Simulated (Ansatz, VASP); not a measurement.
# Si in VASP and in Ansatz

File INCAR:

```
SYSTEM = Si
PREC = Accurate
ENCUT = 520
EDIFF = 1E-6
ISMEAR = 0
SIGMA = 0.05
LREAL = .FALSE.
LASPH = .TRUE.
NELM = 80
ALGO = Normal
ISIF = 2
LWAVE = .FALSE.
LCHARG = .FALSE.
GGA = CA
NBANDS = 11
```

KPOINTS

```
regular mesh
0
G
  12 12 12
  0 0 0
```

Contents of POSCAR:

```
Si
1.0
    0.0000000000      2.8966068641      2.6062709780
    2.5995189806      0.0000000000      2.6062709780
    2.5995189806      2.8966068641      0.0000000000
Si
2
Direct
    0.5000000000      0.5000000000      0.5000000000
    0.7500000000      0.7500000000      0.7500000000
```

Input for Ansatz:

```yaml
crystal:
  lattice:
    - [0.0, 2.8966068641, 2.606270978]
    - [2.5995189806, 0.0, 2.606270978]
    - [2.5995189806, 2.8966068641, 0.0]
  atoms:
    - { symbol: Si, position: [0.5, 0.5, 0.5] }
    - { symbol: Si, position: [0.75, 0.75, 0.75] }
basis:
  ecutwfc: 420
kpoints:
  mp_grid: { grid: [12, 12, 12] }
hamiltonian:
  xc: lda
  pseudopotentials: { kind: paw, azcp: { folder: soft_1 } }
scf:
  occupations: { method: gaussian, width: 0.05 }
output:
  forces: true
  stress: true
  eigenvalues: true
```

Change from the starting cell: strain +e along x and -e along y -0.0550, strain +e along z and -e/2 along x and y -0.0350.

Alike in both runs: task single point; functional LDA; k mesh 12 × 12 × 12; occupations gaussian, width 0.05 eV; no spin polarisation.

|  | VASP | Ansatz |
| --- | --- | --- |
| version | VASP 6.6.1 | Ansatz 0.2.0 |
| potentials or method | VASP PAW LDA potentials, release 64 (Si), cutoff 520 eV | scalar-relativistic, plane waves, PAW |
| valence electrons in the cell | 8 | 8 |

Ansatz gave:

- gap on the k mesh at the Fermi level (eV): none
- pressure (GPa): 0.0
- traceless stress, the component that is largest in VASP (GPa): -8.05

Question: Which values does VASP return?

Answer: gap on the k mesh at the Fermi level (eV): none; pressure (GPa): 0.1; traceless stress, the component that is largest in VASP (GPa): -8.05.

Ansatz warns that its potentials were made for another functional, while VASP's fit it. LDA's correlation is that of Perdew and Zunger in VASP and of Perdew and Wang (1992) in Ansatz. A gap of «none» marks a metal or a gap that the smearing closes.
